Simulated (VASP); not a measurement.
Runs of VASP 6.6.1 on LiCl. The structure is that of space group Fm-3m (No. 225), or close to it. The cells are those of the table. 

```csv
level,cell,gap on the mesh (eV)
PBEsol,"a = 3.642 Å, angles 60.0°, 2 atoms",(b)
PBE,"a = 3.642 Å, angles 60.0°, 2 atoms",6.27
PBE,"a = 3.529 Å, angles 60.0°, 2 atoms",(a)
r2SCAN,"a = 3.642 Å, angles 60.0°, 2 atoms",7.22
PBE,"a = 3.678 Å, angles 60.0°, 2 atoms",6.11
```

Alike in all rows: task single point; potentials or basis VASP PAW PBE potentials, release 64 (Li_sv, Cl); no spin polarisation; k mesh 8 × 8 × 8; cutoff (eV) 520; smearing gaussian 0.02 eV.

Task: Estimate the missing entries.

Result: (a) 6.84; (b) 6.07.

A k mesh can miss the band edges.
